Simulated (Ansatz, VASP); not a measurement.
# HfC: VASP beside Ansatz

POSCAR

```
HfC
1.0
    0.0000000000      2.3250000000      2.3250000000
    2.3250000000      0.0000000000      2.3250000000
    2.3250000000      2.3250000000      0.0000000000
Hf C
1 1
Direct
    0.5000000000      0.5000000000      0.5000000000
    0.0000000000      0.0000000000      0.0000000000
```

INCAR.step1

```
  PREC = Accurate
  ENCUT = 600
  ISMEAR = 0
  SIGMA = 0.1
  LREAL = F
  LASPH = T
  NELM = 100
  GGA = PE
  ALGO = Normal
  EDIFF = 1E-4
  LWAVE = T
  LCHARG = F
```

The input INCAR.step2:

```
  PREC = Accurate
  ENCUT = 600
  EDIFF = 1E-7
  ISMEAR = 0
  SIGMA = 0.1
  LREAL = F
  LASPH = T
  NELM = 100
  ALGO = Normal
  ISIF = 3
  LWAVE = F
  LCHARG = F
  METAGGA = R2SCAN
  LMIXTAU = T
  IBRION = 2
  NSW = 100
  EDIFFG = -0.005
  ISTART = 1
```

KPOINTS

```
Automatic mesh
0
Gamma
  16 16 16
```

Input for Ansatz:

```yaml
crystal:
  lattice:
    - [0.0, 2.325, 2.325]
    - [2.325, 0.0, 2.325]
    - [2.325, 2.325, 0.0]
  atoms:
    - { symbol: Hf, position: [0.5, 0.5, 0.5] }
    - { symbol: C, position: [0.0, 0.0, 0.0] }
basis:
  ecutwfc: 500
kpoints:
  mp_grid: { grid: [16, 16, 16] }
hamiltonian:
  xc: r2scan
scf:
  occupations: { method: gaussian, width: 0.1 }
output:
  forces: true
  stress: true
  eigenvalues: true
relax:
  adjacent_minimum: "off"
  f_tol: 0.005
  max_steps: 80
  cell: { stress_tol: 0.05 }
```

Alike in both runs: task relaxation of cell and atoms; functional r2SCAN; k mesh 16 × 16 × 16; occupations gaussian, width 0.1 eV; no spin polarisation.

```csv
,VASP,Ansatz
version,VASP 6.6.1,Ansatz 0.2.0
potentials or method,"VASP PAW PBE potentials, release 64 (Hf_pv, C), cutoff 600 eV","scalar-relativistic, plane waves, PAW"
valence electrons in the cell,14,30
```

```tsv
	VASP	Ansatz	Ansatz less VASP
gap on the k mesh at the Fermi level, each at its own relaxed structure (eV)	none	none	-
relaxed volume (Å³/atom)	12.43	12.49	+0.060
relaxed length of the cell vector where the two differ most in proportion (Å)	3.276	3.282	+0.0053
```

VASP's potentials were made for PBE, not for r2SCAN. A gap of «none» marks a metal or a gap that the smearing closes. VASP's potentials hold 14 valence electrons a cell and Ansatz's 30, so a difference there can come from the potentials and not from the codes.

Neither program's run includes spin-orbit coupling.
